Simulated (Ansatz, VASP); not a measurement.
**HC5 in VASP and in Ansatz**

```xyz
12
Lattice="2.5128 0.0000 0.0000 -1.2564 2.1762 0.0000 0.0000 0.0000 24.9998" Properties=species:S:1:pos:R:3 pbc="T T T"
C     2.5128    0.0000    8.1623
C     1.2564    0.7254    8.6471
C     1.2564    0.7254   10.1928
C     0.0000    1.4508   10.7043
C     0.0000    1.4508   12.2435
C     0.0000    0.0000   12.7563
C     0.0000    0.0000   14.2955
C     1.2564    0.7254   14.8070
C     1.2564    0.7254   16.3527
C     0.0000    1.4508   16.8375
H     0.0000    1.4508   17.9514
H     2.5128    0.0000    7.0485
```

Alike in both runs: functional PBEsol; k mesh 12 × 12 × 1; occupations gaussian, width 0.03 eV; no spin polarisation.

Ansatz relaxed the structure, and its values are those at the end. VASP's run is a single point on that final structure, the one shown.

|  | VASP | Ansatz |
| --- | --- | --- |
| version | VASP 6.6.1 | Ansatz 0.2.0 |
| potentials or method | VASP PAW PBE potentials, release 64 (C, H), cutoff 520 eV | scalar-relativistic, plane waves, PAW |
| valence electrons in the cell | 42 | 42 |

```tsv
	VASP	Ansatz	Ansatz less VASP
gap on the k mesh at the Fermi level (eV)	2.80	2.79	-0.006
least direct gap on the mesh (eV)	2.80	2.79	-0.006
rms of the force components (eV/Å)	0.010	0.003	-0.0070
```

VASP's potentials were made for PBE, not for PBEsol, and Ansatz warns of the same on its side. Ansatz's warnings: structure snapped to symmetry, xc potential rough in thin density.
